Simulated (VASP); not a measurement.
Runs of VASP 6.6.1 on ZnO. The structure is that of space group P6_3/mmc (No. 194), or close to it. The cells are those of the table. 

```csv
cell,gap on the mesh (eV),pressure (GPa)
"a = 3.358, b = 3.358, c = 5.835 Å, angles 90.0, 90.0, 120.0°, 4 atoms",0.56,-6.6
"a = 3.214, b = 3.214, c = 6.373 Å, angles 90.0, 90.0, 120.0°, 4 atoms",0.76,6.3
"a = 3.074, b = 3.074, c = 6.966 Å, angles 90.0, 90.0, 120.0°, 4 atoms",0.79,24.9
"a = 3.164, b = 3.164, c = 6.574 Å, angles 90.0, 90.0, 120.0°, 4 atoms",0.79,12.1
"a = 2.993, b = 2.993, c = 7.348 Å, angles 90.0, 90.0, 120.0°, 4 atoms",(b),(a)
```

Alike in all rows: task single point; level PBE+D3(BJ); potentials or basis VASP PAW PBE potentials, release 64 (Zn, O); no spin polarisation; k mesh 12 × 12 × 6; cutoff (eV) 520; smearing gaussian 0.05 eV.

**Question.** Fill in the values left out.

**Answer.** (a) 39.0; (b) 0.72.

Caveats: semilocal functionals underestimate gaps, and a narrow one can read as zero; the stress differs along the axes, from -11 to 1 GPa (at least some runs); the stress differs along the axes, from -1 to 10 GPa (at least some runs); the stress differs along the axes, from -2 to 38 GPa (at least some runs); the stress differs along the axes, from -1 to 19 GPa (at least some runs); the stress differs along the axes, from -2 to 60 GPa (at least some runs).

A k mesh can miss the band edges.
